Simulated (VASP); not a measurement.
BN, 2 atoms in the cell. It takes space group Imm2 (No. 44, orthorhombic). Conventional cell: a = 2.544 Å, b = 2.582 Å, c = 3.625 Å, α = 90.00°, β = 90.00°, γ = 90.00°. B (site symmetry mm2) has 4 N at 1.56 to 1.58 Å within 2.1 Å. Within 2.1 Å of N (site symmetry mm2) lie 4 B at 1.56 to 1.58 Å.  This cell differs from its parent crystal: strain +0.0150 x Voigt [0, 0, 0, 0, 0, 1].

* Program: VASP 6.6.1
* Task: single point
* Functional: PBE
* Potentials or basis: VASP PAW PBE potentials, release 64 (B, N)
* Cutoff: 520 eV
* k mesh: 12 × 12 × 12
* Occupations: gaussian, width 0.05 eV
* Spin: no spin polarisation
* Dipole correction: no
* Further INCAR settings: ALGO = Normal; EDIFF = 1e-06; NBANDS = 11

Potentials or basis: VASP PAW PBE potentials, release 64 (B, N).

Run with:

```sh
$ cat potpaw_PBE.64/B/POTCAR potpaw_PBE.64/N/POTCAR > POTCAR
$ mpirun -np 1 vasp_std > vasp.out
```

Hardware: 1 thread of Intel Xeon 8259CL (shared host).

How long does it take, and how much memory?

It took 48 s on 1 thread of Intel Xeon 8259CL (shared host), peak memory 0.15 GiB. Counts: scf iterations 12, k points 280.
